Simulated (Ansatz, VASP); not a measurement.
Ag in VASP and in Ansatz

```
CELL_PARAMETERS angstrom
0.00000 2.09418 1.94094
2.09418 0.00000 1.94094
2.09418 2.09418 0.00000
ATOMIC_POSITIONS crystal
Ag 0.00000 0.00000 0.00000
```

Change from the starting cell: strain +0.025 along x and y, -0.050 along z, atoms carried along.

Alike in both runs: task single point; functional PBE; k mesh 20 × 20 × 20; occupations gaussian, width 0.15 eV; no spin polarisation.

```csv
,VASP,Ansatz
version,VASP 6.6.1,Ansatz 0.2.0
potentials or method,"VASP PAW PBE potentials, release 64 (Ag), cutoff 520 eV","scalar-relativistic, plane waves, PAW"
valence electrons in the cell,11,19
```

Ansatz gave:

- gap on the k mesh at the Fermi level (eV): none
- pressure (GPa): 5.1
- traceless stress, the component that is largest in VASP (GPa): 1.55

Task: Which values does VASP return?

Result: gap on the k mesh at the Fermi level (eV): none; pressure (GPa): 4.9; traceless stress, the component that is largest in VASP (GPa): 1.54.

A gap of «none» marks a metal or a gap that the smearing closes. The functional is the same, so the differences come from potentials, cutoffs and numerics. VASP's potentials hold 11 valence electrons a cell and Ansatz's 19, so a difference there can come from the potentials and not from the codes.
